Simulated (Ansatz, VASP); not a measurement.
## Two plane-wave programs on Al

The input INCAR:

```
SYSTEM = Al
  PREC = Accurate
  ENCUT = 520
  EDIFF = 1E-6
  ISMEAR = 0
  SIGMA = 0.15
  LREAL = .FALSE.
  LASPH = .TRUE.
  NELM = 60
  ALGO = Fast
  ISIF = 2
  LWAVE = .FALSE.
  LCHARG = .FALSE.
  GGA = PE
  IVDW = 12
  NBANDS = 14
```

KPOINTS

```
Automatic mesh
0
G
  18 18 4
  0 0 0
```

File POSCAR:

```
Al
1.0
    2.8144222649      0.0000000000      0.0000000000
   -1.4072111325      2.4373611784      0.0000000000
    0.0000000000      0.0000000000      8.4426000000
Al
4
Direct
    0.0000000000      0.0000000000      0.0000000000
    0.3333333333      0.6666666667      0.2500000000
    0.0000000000      0.0000000000      0.5000000000
    0.6666666667      0.3333333333      0.7500000000
```

Input for Ansatz:

```yaml
crystal:
  lattice:
    - [2.8144222649, 0.0, 0.0]
    - [-1.4072111325, 2.4373611784, 0.0]
    - [0.0, 0.0, 8.4426]
  atoms:
    - { symbol: Al, position: [0.0, 0.0, 0.0] }
    - { symbol: Al, position: [0.3333333333, 0.6666666667, 0.25] }
    - { symbol: Al, position: [0.0, 0.0, 0.5] }
    - { symbol: Al, position: [0.6666666667, 0.3333333333, 0.75] }
basis:
  ecutwfc: 420
kpoints:
  mp_grid: { grid: [18, 18, 4] }
hamiltonian:
  xc: pbe
  pseudopotentials: { kind: paw, azcp: { folder: soft_1 } }
  dispersion: d3bj
scf:
  occupations: { method: gaussian, width: 0.15 }
output:
  forces: true
  stress: true
  eigenvalues: true
```

Alike in both runs: task single point; functional PBE; dispersion D3(BJ); k mesh 18 × 18 × 4; occupations gaussian, width 0.15 eV; no spin polarisation.

```csv
,VASP,Ansatz
version,VASP 6.6.1,Ansatz 0.2.0
potentials or method,"VASP PAW PBE potentials, release 64 (Al), cutoff 520 eV","scalar-relativistic, plane waves, PAW"
valence electrons in the cell,12,12
```

```csv
,VASP,Ansatz,Ansatz less VASP
gap on the k mesh at the Fermi level (eV),none,none,-
pressure (GPa),10.5,10.4,-0.01
"traceless stress, the component that is largest in VASP (GPa)",7.82,7.81,-0.006
```

A gap of «none» marks a metal or a gap that the smearing closes.
